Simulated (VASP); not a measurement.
Write the native input for VASP 6.6.1 that does the following.

```
Task                   : relaxation of cell and atoms
Functional             : PBE
Potentials or basis    : VASP PAW PBE potentials, release 64 (Hg, Te)
Cutoff                 : 600 eV
k mesh                 : 6 × 6 × 8
Occupations            : gaussian, width 0.1 eV
Spin                   : no spin polarisation
Dipole correction      : no
Further INCAR settings : ALGO = Normal; EDIFF = 1e-06; IBRION = 2; EDIFFG = -0.01; NSW = 100; ISIF = 3
```

The structure of HgTe lies in POSCAR:

```
HgTe
1.0
    7.3238630175      0.0000000000      0.0000000000
   -3.6619315087      6.3426514270      0.0000000000
    0.0000000000      0.0000000000      4.4118493095
Hg Te
3 3
Direct
    0.0000000000      0.0000000000      0.0000000000
    0.3333333333      0.6666666667      0.5000000000
    0.6666666667      0.3333333333      0.5000000000
    0.5000000000      0.0000000000      0.0000000000
    0.5000000000      0.5000000000      0.0000000000
    0.0000000000      0.5000000000      0.0000000000
```

One way to write it, as run:

INCAR

```
SYSTEM = HgTe
ALGO = Normal
EDIFF = 1E-6
EDIFFG = -0.01
ENCUT = 600
GGA = PE
IBRION = 2
ISIF = 3
ISMEAR = 0
LASPH = .TRUE.
LCHARG = .FALSE.
LREAL = .FALSE.
LWAVE = .FALSE.
NELM = 100
NSW = 100
PREC = Accurate
SIGMA = 0.1
```

KPOINTS

```
k-points
0
G
  6 6 8
  0 0 0
```

Potentials or basis: VASP PAW PBE potentials, release 64 (Hg, Te).

Run with:

```bash
$ cat potpaw_PBE.64/Hg/POTCAR potpaw_PBE.64/Te/POTCAR > POTCAR
$ mpirun -np 1 vasp_std > vasp.out
```

Results of the run:

```
Relaxed volume                         : 34.46 Å³/atom
Relaxed cell                           : a = 7.457 Å, b = 7.457 Å, c = 4.294 Å, α = 90.00°, β = 90.00°, γ = 120.00°
Space group after relaxing (to 0.05 Å) : P6/mmm (No. 191)
Energy gained by relaxing              : 3.2 meV/atom
Ionic steps                            : 9
Pressure after relaxing                : 0.0 GPa
Band gap on the k mesh                 : zero (band 27 reaches 3.11 eV, above the bottom of band 28 at 2.41 eV)
```

Caveat: spin-orbit coupling is left out, which moves the levels of the heavy elements.

It took 11 min on 1 thread of Intel(R) Xeon(R) 6975P-C (Granite Rapids), with other jobs on the host, peak memory 0.52 GiB.
